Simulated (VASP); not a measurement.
# Ge (I4/mmm) in VASP: further runs

Ge is run at these levels: HF, HSE06, r2SCAN0; tasks: single point.

Everything below comes from runs of VASP 6.6.1. Logs are shortened: lines on timing, memory, paths and dates and some standing lists are left out, and cuts for length are marked.

## (1) The cell of the first run

The structure is tetragonal, space group I4/mmm (No. 139). Conventional cell: a = 3.217 Å, b = 3.217 Å, c = 3.746 Å, α = 90.00°, β = 90.00°, γ = 90.00°. Ge (site symmetry 4/mmm) has 14 Ge at 2.95 to 3.75 Å within 3.9 Å.

## (2) Single point, HF

POSCAR reads:

```
Ge
1.0
   -1.6084200000      1.6084200000      1.8731800000
    1.6084200000     -1.6084200000      1.8731800000
    1.6084200000      1.6084200000     -1.8731800000
Ge
1
Direct
    0.5000000000      0.5000000000      0.0000000000
```

INCAR.step1 reads:

```
SYSTEM = Ge
PREC = Accurate
ENCUT = 520
EDIFF = 1E-5
ISMEAR = -1
SIGMA = 0.05
LREAL = .FALSE.
LASPH = .TRUE.
NELM = 80
ALGO = Normal
ISIF = 2
LWAVE = .TRUE.
LCHARG = .FALSE.
GGA = PE
NBANDS = 13
```

INCAR.step2 reads:

```
SYSTEM = Ge
PREC = Accurate
ENCUT = 520
EDIFF = 1E-6
ISMEAR = -1
SIGMA = 0.05
LREAL = .FALSE.
LASPH = .TRUE.
NELM = 80
ALGO = Normal
ISIF = 2
LWAVE = .FALSE.
LCHARG = .FALSE.
GGA = PE
LHFCALC = .TRUE.
AEXX = 1.0
ALDAC = 0.0
AGGAC = 0.0
PRECFOCK = Normal
ISTART = 1
NBANDS = 13
```

KPOINTS reads:

```
regular mesh
0
G
  6 6 6
  0 0 0
```

Potentials or basis: VASP PAW PBE potentials, release 64 (Ge_d).

Run with:

```bash
$ cat potpaw_PBE.64/Ge_d/POTCAR > POTCAR
$ cp INCAR.step1 INCAR
$ mpirun -np 1 vasp_std > vasp.out
$ cp INCAR.step2 INCAR
$ mpirun -np 1 vasp_std > vasp.out
```

OUTCAR:

```text
SYSTEM = Ge
   PREC = Accurate
   ENCUT = 520
   EDIFF = 1E-6
   ISMEAR = -1
   LREAL = .FALSE.
   LASPH = .TRUE.
   NELM = 80
   ISIF = 2
   GGA = PE
   LHFCALC = .TRUE.
   AEXX = 1.0
   PRECFOCK = Normal
   ISTART = 1

 ion  position               nearest neighbor table
   1  0.500  0.500  0.000-

  LATTYP: Found a body centered tetragonal cell.
 ALAT       =     3.2168400000
 C/A-ratio  =     1.1646087465

  Lattice vectors:

 A1 = (  -1.6084200000,   1.6084200000,   1.8731800000)
 A2 = (   1.6084200000,  -1.6084200000,   1.8731800000)
 A3 = (   1.6084200000,   1.6084200000,  -1.8731800000)

Analysis of symmetry for initial positions (statically):
=====================================================================
 Subroutine PRICEL returns:
 Original cell was already a primitive cell.

 Routine SETGRP: Setting up the symmetry group for a
 body centered tetragonal supercell.

 Subroutine GETGRP returns: Found 16 space group operations
 (whereof 16 operations were pure point group operations)
 out of a pool of 16 trial point group operations.

The static configuration has the point symmetry D_4h.

Analysis of symmetry for dynamics (positions and initial velocities):
=====================================================================
 Subroutine PRICEL returns:
 Original cell was already a primitive cell.

 Routine SETGRP: Setting up the symmetry group for a
 body centered tetragonal supercell.

 Subroutine GETGRP returns: Found 16 space group operations
 (whereof 16 operations were pure point group operations)
 out of a pool of 16 trial point group operations.

The dynamic configuration has the point symmetry D_4h.

 Subroutine INISYM returns: Found 16 space group operations
 (whereof 16 operations are pure point group operations),
 and found     1 'primitive' translations

----------------------------------------------------------------------------------------

                                     Primitive cell

  volume of cell :      19.3838

  direct lattice vectors                    reciprocal lattice vectors
    -1.608420000  1.608420000  1.873180000     0.000000000  0.310864078  0.266925763
     1.608420000 -1.608420000  1.873180000     0.310864078  0.000000000  0.266925763
     1.608420000  1.608420000 -1.873180000     0.310864078  0.310864078  0.000000000

  length of vectors
     2.946664743  2.946664743  2.946664743     0.409738743  0.409738743  0.439628195

  position of ions in fractional coordinates (direct lattice)
     0.500000000  0.500000000  0.000000000

  ion indices of the primitive-cell ions
   primitive index   ion index
                 1           1

----------------------------------------------------------------------------------------

 KPOINTS: regular mesh

Automatic generation of k-mesh.
 Grid dimensions read from file:
 generate k-points for:    6    6    6

 Generating k-lattice:

  Cartesian coordinates                     Fractional coordinates (reciprocal lattice)
     0.000000000  0.051810680  0.044487627     0.166666667  0.000000000  0.000000000
     0.051810680  0.000000000  0.044487627     0.000000000  0.166666667  0.000000000
     0.051810680  0.051810680  0.000000000     0.000000000  0.000000000  0.166666667

  Length of vectors
     0.068289791  0.068289791  0.073271366

  Shift w.r.t. Gamma in fractional coordinates (k-lattice)
     0.000000000  0.000000000  0.000000000

 Subroutine IBZKPT returns following result:
 ===========================================

 Found     30 irreducible k-points:

 Following reciprocal coordinates:
            Coordinates               Weight
  0.000000  0.000000  0.000000      1.000000
  0.166667  0.000000  0.000000      8.000000
  0.333333 -0.000000  0.000000      8.000000
  0.500000 -0.000000  0.000000      4.000000
  0.166667  0.166667  0.000000      8.000000
  0.333333  0.166667  0.000000     16.000000
[... 16 lines left out ...]
 -0.333333 -0.333333  0.166667      8.000000
 -0.166667 -0.333333  0.166667      8.000000
 [... further k-points ...]
   k-points           NKPTS =     30   k-points in BZ     NKDIM =    216   number of bands    NBANDS=     13
   number of dos      NEDOS =    301   number of ions     NIONS =      1
   total plane-waves  NPLWV =  13824
   dimension x,y,z NGX =    24 NGY =   24 NGZ =   24
   dimension x,y,z NGXF=    48 NGYF=   48 NGZF=   48
   ions per type =               1
   NGX,Y,Z   is equivalent  to a cutoff of  13.54, 13.54, 13.54 a.u.
   NGXF,Y,Z  is equivalent  to a cutoff of  27.08, 27.08, 27.08 a.u.
 SYSTEM =  Ge
   PREC   = accura    normal or accurate (medium, high low for compatibility)
   ISTART =      1    job   : 0-new  1-cont  2-samecut
   ICHARG =      0    charge: 1-file 2-atom 10-const
   ISPIN  =      1    spin polarized calculation?
   LNONCOLLINEAR =      F non collinear calculations
   LSORBIT =      F    spin-orbit coupling
   LASPH  =      T    aspherical Exc in radial PAW
   ENCUT  =  520.0 eV  38.22 Ry    6.18 a.u.   5.48  5.48  5.48*2*pi/ulx,y,z
   NELM   =     80;   NELMIN=  2; NELMDL=  0     # of ELM steps
   EDIFF  = 0.1E-05   stopping-criterion for ELM
   LREAL  =      F    real-space projection
   EDIFFG = 0.1E-04   stopping-criterion for IOM
   NSW    =      0    number of steps for IOM
   IBRION =     -1    ionic relax: 0-MD 1-quasi-New 2-CG
   NFREE  =      0    steps in history (QN), initial steepest desc. (CG)
   ISIF   =      2    stress and relaxation
   ISYM   =      3    0-nonsym 1-usesym 2-fastsym
   POTIM  = 0.5000    time-step for ionic-motion
   TEBEG  =    0.0;   TEEND  =   0.0 temperature during run
   PSTRESS=    0.0 pullay stress
   NELECT =      14.0000    total number of electrons
   NUPDOWN=      -1.0000    fix difference up-down
   EMIN   =  10.00;   EMAX   =-10.00  energy-range for DOS
   EFERMI =   0.00;   METHOD = LEGACY
   ISMEAR =    -1;   SIGMA  =   0.05  broadening in eV -4-tet -1-fermi 0-gaus
   EFERMI_NEDOS =   21; number of points for ismear=-14 and -15
   IALGO  =     38    algorithm
   IMIX   =      1    mixing-type and parameters
     AMIX     =   0.40;   BMIX     =  1.00
     AMIX_MAG =   1.60;   BMIX_MAG =  1.00
  volume/ion in A,a.u.               =      19.38       130.81
  Fermi-wavevector in a.u.,A,eV,Ry     =   1.468829  2.775685 29.354024  2.157460
  Thomas-Fermi vector in A             =   2.584280
   LORBIT       =      0    0 simple, 1 ext, 2 COOP (PROOUT), +10 PAW based schemes
   GGA     = PE    functional components
   LHFCALC =     T    Hartree Fock is set to
   PRECFOCK=normal    Normal, Fast or Accurate (Low or Medium for compatibility)
   ENCUT4O =  -1.0   cutoff for four orbital integrals eV
   NKREDX  =     1    reduce k-point grid by
   NKREDY  =     1    reduce k-point grid by
   NKREDZ  =     1    reduce k-point grid by
   AEXX    =    1.0000 exact exchange contribution
   HFSCREEN=    0.0000 screening length (either q_TF or 0.3 A-1)
   HFSCREENC=   0.0000 screening length for correlation (either q_TF or 0.3 A-1)
   ENCUTFOCK=  -1.0 apply spherical cutoff to Coloumb kernel
   IVDW    =     0    specifies the selected vdW correction
   LEPSILON=     F    determine dielectric tensor
   LRPA    =     F    only Hartree local field effects (RPA)
 non-spin polarized calculation
  energy-cutoff  :      520.00
  volume of cell :       19.38
 maximum number of plane-waves:       532
 NGX is ok and might be reduce to    24
  NGX = 18; NGY = 18; NGZ = 18

 number of electron      13.9999999 magnetization

 Free energy of the ion-electron system (eV)
  ---------------------------------------------------
  ext. energy  EPLUGINS =         0.00000000
  ---------------------------------------------------
  free energy    TOTEN  =        -7.40089197 eV

  energy without entropy =       -7.39949616  energy(sigma->0) =       -7.40019406

 E-fermi :   9.0251     XC(G=0):   0.0000

 val. band max:        6.6925063738   @ k =  -0.3333   0.3333   0.3333
 cond. band min:       9.1224213471   @ k =  -0.3333   0.3333   0.1667
 fundamental gap:      2.4299149733
 Fermi energy:         9.0251211771

 k-point     1 :       0.0000    0.0000    0.0000
  band No.  band energies     occupation
      1     -32.2518      2.00000
      2     -32.2518      2.00000
      3     -32.2350      2.00000
      4     -32.2047      2.00000
      5     -32.1586      2.00000
      6     -13.2447      2.00000
      7      21.9484      0.00000
      8      22.3830      0.00000
      9      22.3830      0.00000
     10      26.9709      0.00000
     11      26.9709      0.00000
     12      28.5164      0.00000
     13      28.6956      0.00000

 k-point     2 :       0.1667    0.0000    0.0000
  band No.  band energies     occupation
      1     -32.2496      2.00000
      2     -32.2445      2.00000
      3     -32.2172      2.00000
      4     -32.2059      2.00000
      5     -32.1642      2.00000
      6     -12.2462      2.00000
      7      15.8990      0.00000
      8      20.2971      0.00000
      9      21.5314      0.00000
     10      25.4880      0.00000
     11      26.4147      0.00000
     12      28.2947      0.00000
     13      29.5163      0.00000

 k-point     3 :       0.3333   -0.0000    0.0000
  band No.  band energies     occupation
      1     -32.2603      2.00000
      2     -32.2427      2.00000
      3     -32.2007      2.00000
      4     -32.1716      2.00000
      5     -32.1666      2.00000
      6      -9.2341      2.00000
      7       4.4865      2.00000
      8      18.0409      0.00000
      9      20.5510      0.00000
     10      23.7687      0.00000
     11      24.0269      0.00000
     12      27.8999      0.00000
     13      32.5972      0.00000

 k-point     4 :       0.5000   -0.0000    0.0000
  band No.  band energies     occupation
      1     -32.2662      2.00000
      2     -32.2475      2.00000
      3     -32.1978      2.00000
      4     -32.1705      2.00000
      5     -32.1404      2.00000
      6      -5.2922      2.00000
      7      -2.0834      2.00000
      8      17.2097      0.00000
      9      20.1651      0.00000
     10      22.9518      0.00000
     11      23.1718      0.00000
     12      29.2306      0.00000
     13      30.8265      0.00000

 k-point     5 :       0.1667    0.1667    0.0000
  band No.  band energies     occupation
      1     -32.2490      2.00000
      2     -32.2420      2.00000
      3     -32.2054      2.00000
      4     -32.1846      2.00000
      5     -32.1724      2.00000
      6     -10.3797      2.00000
      7      11.8674      0.00000
      8      13.8596      0.00000
      9      20.4241      0.00000
     10      25.8665      0.00000
     11      26.5328      0.00000
     12      30.7059      0.00000
     13      31.5443      0.00000
[... 257 lines left out ...]
 k-point    22 :      -0.1667    0.5000    0.1667
  band No.  band energies     occupation
      1     -32.2456      2.00000
      2     -32.2375      2.00000
      3     -32.2012      2.00000
      4     -32.1837      2.00000
      5     -32.1423      2.00000
      6      -4.5442      2.00000
      7      -0.7789      2.00000
      8      14.4369      0.00000
      9      16.5141      0.00000
     10      21.7568      0.00000
     11      26.9681      0.00000
     12      27.3157      0.00000
     13      29.7822      0.00000

 k-point    23 :      -0.3333   -0.3333    0.1667
  band No.  band energies     occupation
      1     -32.2477      2.00000
      2     -32.2249      2.00000
      3     -32.2084      2.00000
      4     -32.1670      2.00000
      5     -32.1575      2.00000
      6      -5.2276      2.00000
      7       4.2658      2.00000
      8       5.9260      2.00000
      9      17.8976      0.00000
     10      22.7166      0.00000
     11      22.7979      0.00000
     12      26.9648      0.00000
     13      36.1814      0.00000

 k-point    24 :      -0.1667   -0.3333    0.1667
  band No.  band energies     occupation
      1     -32.2427      2.00000
      2     -32.2304      2.00000
      3     -32.1987      2.00000
      4     -32.1915      2.00000
      5     -32.1679      2.00000
      6      -8.8031      2.00000
      7       6.6285      2.00000
      8      14.8889      0.00000
      9      17.2496      0.00000
     10      22.7704      0.00000
     11      26.3537      0.00000
     12      28.5603      0.00000
     13      30.1173      0.00000

 [... further k-points ...]
[... 5 lines left out ...]
  --------------------------------------------------------------------------------------
  -------------------------------------------------------------------------------------
  Total        1.2631487      1.2631487     -0.4007152      0.0000000     -0.0000000      0.0000000
  in kB      104.4062840    104.4062840    -33.1213459      0.0000000     -0.0000000      0.0000000
  external PRESSURE =      58.5637407 kB  Pullay stress =       0.0000000 kB

 VOLUME and BASIS-vectors are now :
 -----------------------------------------------------------------------------
  energy-cutoff  :      520.00
  volume of cell :       19.38
      direct lattice vectors                 reciprocal lattice vectors
    -1.608420000  1.608420000  1.873180000     0.000000000  0.310864078  0.266925763
     1.608420000 -1.608420000  1.873180000     0.310864078  0.000000000  0.266925763
     1.608420000  1.608420000 -1.873180000     0.310864078  0.310864078  0.000000000

 POSITION                                       TOTAL-FORCE (eV/Angst)
 -----------------------------------------------------------------------------------
      0.00000      0.00000      1.87318         0.000000      0.000000     -0.000000
 -----------------------------------------------------------------------------------
    total drift:                                0.000000     -0.000000      0.000000

  FREE ENERGIE OF THE ION-ELECTRON SYSTEM (eV)
  ---------------------------------------------------
  free  energy   TOTEN  =        -7.4008919725 eV

  energy  without entropy=       -7.3994961552  energy(sigma->0) =       -7.40019406
```

Run time: 29 min. Hardware: 1 thread of AMD EPYC 7R13 (Zen 3), shared host; peak memory 0.12 GiB.

Results:

```
Free energy            : -7.4009 eV
Pressure               : 5.9 GPa
Band gap on the k mesh : zero (bands 7 and 8 overlap by 19.73 eV)
```

Caveat: the k points lie up to 0.43 Å⁻¹ apart, too coarse for converged energies and pressures of a metal; the PAW data sets were made with another functional, which shifts forces and pressure a little.

## (3) Single point, HSE06

This run uses another cell than the first one, of 19.77 Å³/atom.

POSCAR reads:

```
Ge
1.0
   -1.6190720985      1.6190720985      1.8855855271
    1.6190720985     -1.6190720985      1.8855855271
    1.6190720985      1.6190720985     -1.8855855271
Ge
1
Direct
    0.5000000000      0.5000000000      0.0000000000
```

INCAR.step1 reads:

```
PREC = Accurate
ENCUT = 520
EDIFF = 1E-5
ISMEAR = -1
SIGMA = 0.05
LREAL = F
LASPH = T
NELM = 80
ALGO = Normal
ISIF = 2
LWAVE = T
NBANDS = 13
GGA = PE
```

INCAR.step2 reads:

```
PREC = Accurate
ENCUT = 520
EDIFF = 1E-6
ISMEAR = -1
SIGMA = 0.05
LREAL = F
LASPH = T
NELM = 80
ALGO = Normal
ISIF = 2
LWAVE = F
LCHARG = T
GGA = PE
LHFCALC = T
HFSCREEN = 0.2079
PRECFOCK = Normal
LELF = T
LVHAR = T
NBANDS = 13
ISTART = 1
```

KPOINTS reads:

```
Automatic mesh
0
Gamma
  6 6 6
```

Potentials or basis: VASP PAW PBE potentials, release 64 (Ge_d).

Run with:

```bash
$ cat potpaw_PBE.64/Ge_d/POTCAR > POTCAR
$ cp INCAR.step1 INCAR
$ mpirun -np 1 vasp_std > vasp.out
$ cp INCAR.step2 INCAR
$ mpirun -np 1 vasp_std > vasp.out
```

Wall time 48 min (1 thread of AMD EPYC 7R43 (Zen 3), shared host); peak memory 0.2 GiB.

Results (log left out):

```
Free energy            : -4.8206 eV
Pressure               : -2.4 GPa
Band gap on the k mesh : zero (bands 7 and 8 overlap by 12.43 eV)
```

Stress tensor (GPa, compression positive):
```
 0.93  0.00  0.00
 0.00  0.93  0.00
 0.00  0.00 -9.13
```

Levels at points of the mesh, in eV from the Fermi level:
| k point | band 3 | band 4 | band 5 | band 6 | band 7 | band 8 | band 9 | band 10 | band 11 | band 12 |
| --- | --- | --- | --- | --- | --- | --- | --- | --- | --- | --- |
| (0.00, 0.00, 0.00) | -28.22 | -28.19 | -28.16 | -14.44 | 9.36 | 9.68 | 9.68 | 14.58 | 14.58 | 15.98 |
| (0.50, 0.00, 0.00) | -28.19 | -28.16 | -28.13 | -8.66 | -5.99 | 5.64 | 8.02 | 10.89 | 11.30 | 16.52 |
| (0.50, 0.50, 0.00) | -28.17 | -28.15 | -28.12 | -7.48 | -5.40 | 3.56 | 5.19 | 8.23 | 8.37 | 23.43 |
| (0.50, 0.50, 0.50) | -28.15 | -28.13 | -28.13 | -3.90 | -2.75 | 0.86 | 0.86 | 4.79 | 5.56 | 27.44 |

Caveat: the k points lie up to 0.43 Å⁻¹ apart, too coarse for converged energies and pressures of a metal; the PAW data sets were made with another functional, which shifts forces and pressure a little.

## (4) Single point, HSE06

This run uses another cell than the first one, of 20.16 Å³/atom.

POSCAR reads:

```
Ge
1.0
   -1.6295858483      1.6295858483      1.8978299320
    1.6295858483     -1.6295858483      1.8978299320
    1.6295858483      1.6295858483     -1.8978299320
Ge
1
Direct
    0.5000000000      0.5000000000      0.0000000000
```

INCAR.step1 reads:

```
SYSTEM = Ge
PREC = Accurate
ENCUT = 520
EDIFF = 1E-5
ISMEAR = -1
SIGMA = 0.05
LREAL = .FALSE.
LASPH = .TRUE.
NELM = 60
ALGO = Normal
ISIF = 2
LWAVE = .TRUE.
LCHARG = .FALSE.
NBANDS = 13
GGA = PE
```

INCAR.step2 reads:

```
SYSTEM = Ge
PREC = Accurate
ENCUT = 520
EDIFF = 1E-6
ISMEAR = -1
SIGMA = 0.05
LREAL = .FALSE.
LASPH = .TRUE.
NELM = 60
ALGO = Normal
ISIF = 2
LWAVE = .FALSE.
LCHARG = .FALSE.
GGA = PE
LHFCALC = .TRUE.
HFSCREEN = 0.2079
PRECFOCK = Normal
NBANDS = 13
ISTART = 1
```

KPOINTS reads:

```
regular mesh
0
G
  6 6 6
  0 0 0
```

Run with:

```bash
$ cat potpaw_PBE.64/Ge_d/POTCAR > POTCAR
$ cp INCAR.step1 INCAR
$ mpirun -np 1 vasp_std > vasp.out
$ cp INCAR.step2 INCAR
$ mpirun -np 1 vasp_std > vasp.out
```

Wall time 45 min (1 thread of AMD EPYC 7R43 (Zen 3), shared host); peak memory 0.21 GiB.

Results (log left out):

```
Free energy            : -4.8131 eV
Pressure               : -3.6 GPa
Band gap on the k mesh : zero (bands 7 and 8 overlap by 12.16 eV)
```

Stress tensor (GPa, compression positive):
```
-0.42  0.00  0.00
 0.00 -0.42  0.00
 0.00  0.00 -9.88
```

Levels at points of the mesh, in eV from the Fermi level:
```csv
k point,band 4,band 5,band 6,band 7,band 8,band 9,band 10,band 11
"(0.00, 0.00, 0.00)",-28.16,-28.13,-14.24,9.20,9.51,9.51,14.48,14.48
"(0.50, 0.00, 0.00)",-28.13,-28.11,-8.59,-5.83,5.57,7.91,10.77,11.25
"(0.50, 0.50, 0.00)",-28.13,-28.09,-7.44,-5.26,3.53,5.16,8.16,8.36
"(0.50, 0.50, 0.50)",-28.10,-28.10,-3.98,-2.66,0.89,0.89,4.81,5.60
```

Caveat: the k points lie up to 0.42 Å⁻¹ apart, too coarse for converged energies and pressures of a metal; the PAW data sets were made with another functional, which shifts forces and pressure a little.

(Continued in part 2 of 2.)
